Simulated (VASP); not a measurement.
Input of a VASP 6.6.1 run:

File POSCAR:

```
TlBr
1.0
    3.9461933093      0.0000000000      0.0000000000
    0.0000000000      3.9461933093      0.0000000000
    0.0000000000      0.0000000000      3.9461933093
Tl Br
1 1
Direct
    0.0000000000      0.0000000000      0.0000000000
    0.5000000000      0.5000000000      0.5000000000
```

File INCAR.step1:

```
SYSTEM = TlBr
  ALGO = Normal
  EDIFF = 1E-5
  ENCUT = 400
  GGA = PE
  GGA_COMPAT = .False.
  ISIF = 2
  ISMEAR = 0
  LASPH = .True.
  LCHARG = .False.
  LREAL = .False.
  LWAVE = .True.
  NBANDS = 17
  NELM = 120
  PREC = Accurate
  SIGMA = 0.01
```

INCAR.step2

```
SYSTEM = TlBr
  AEXX = 0.3
  ALGO = Normal
  EDIFF = 1E-6
  ENCUT = 400
  GGA = PE
  GGA_COMPAT = .False.
  HFSCREEN = 0.5
  ISIF = 2
  ISMEAR = 0
  ISTART = 1
  LASPH = .True.
  LCHARG = .False.
  LHFCALC = .True.
  LREAL = .False.
  LWAVE = .False.
  NBANDS = 17
  NELM = 120
  PREC = Accurate
  PRECFOCK = Normal
  SIGMA = 0.01
```

KPOINTS

```
k-points
0
Gamma
  4 4 4
  0 0 0
```

Potentials or basis: VASP PAW PBE potentials, release 64 (Tl_d, Br).

Command:

```bash
$ cat potpaw_PBE.64/Tl_d/POTCAR potpaw_PBE.64/Br/POTCAR > POTCAR
$ cp INCAR.step1 INCAR
$ mpirun -np 1 vasp_std > vasp.out
$ cp INCAR.step2 INCAR
$ mpirun -np 1 vasp_std > vasp.out
```

Task: What does it give for the band gap on the k mesh?

Result: 2.14 eV.

Task: Estimate the pressure.

Result: 1.6 GPa.

Caveat: the PAW data sets were made with another functional, which shifts forces and pressure a little; spin-orbit coupling is left out, which moves the levels of the heavy elements. A k mesh can miss the band edges.
